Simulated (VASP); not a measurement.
The system is Se.

```
Se
1.0
     4.86816    0.00000    0.00000
     0.00000    7.90933    0.00000
     0.00000    0.00000    2.74020
Se
4
Direct
  0.67408 0.40105 0.26384
  0.82592 0.90105 0.73616
  0.32592 0.59895 0.26384
  0.17408 0.09895 0.73616
```

- Program: VASP 6.6.1
- Task: relaxation of cell and atoms
- Functional: r2SCAN
- Potentials or basis: VASP PAW PBE potentials, release 64 (Se)
- Cutoff: 600 eV
- k mesh: 4 × 2 × 6
- Occupations: gaussian, width 0.1 eV
- Spin: no spin polarisation

At the start: pressure 0.4 GPa; volume 26.38 Å³/atom.

Question: How do energy, volume and symmetry change on relaxing?

Answer: Over 11 steps the energy falls by 35.1 meV/atom; space group P2_12_12 (No. 18, to 0.1 Å) before and after.

Step by step:
| step | energy change (eV) | largest force (eV/Å) | pressure (GPa) | volume (Å³) |
| --- | --- | --- | --- | --- |
| 1 | 0.0000 | 0.8765 | 0.38 | 105.51 |
| 2 | 0.0313 | 1.7250 | 2.64 | 106.23 |
| 3 | -0.1307 | 0.1810 | 0.83 | 105.91 |
| 4 | -0.1334 | 0.1353 | -0.73 | 107.85 |
| 5 | -0.1358 | 0.0266 | -0.10 | 107.04 |
| 6 | -0.1364 | 0.0550 | -0.08 | 106.95 |
| 7 | -0.1365 | 0.0718 | -0.08 | 106.92 |
| 8 | -0.1369 | 0.0675 | -0.09 | 106.83 |
| 9 | -0.1380 | 0.0538 | -0.13 | 106.55 |
| 10 | -0.1392 | 0.0273 | -0.20 | 106.00 |
| 11 | -0.1402 | 0.0258 | -0.05 | 105.48 |

Final structure:
```
Se
1.0
     4.72742    0.00000    0.00000
     0.00000    7.85709    0.00000
     0.00000    0.00000    2.83985
Se
4
Cartesian
  3.1915 3.1627 0.7487
  3.8996 7.0912 2.0911
  1.5359 4.6944 0.7487
  0.8278 0.7658 2.0911
```

Caveat: the k points lie up to 0.40 Å⁻¹ apart in the final cell, too coarse for converged energies and pressures of a metal; the PAW data sets were made with another functional, which shifts forces and pressure a little.
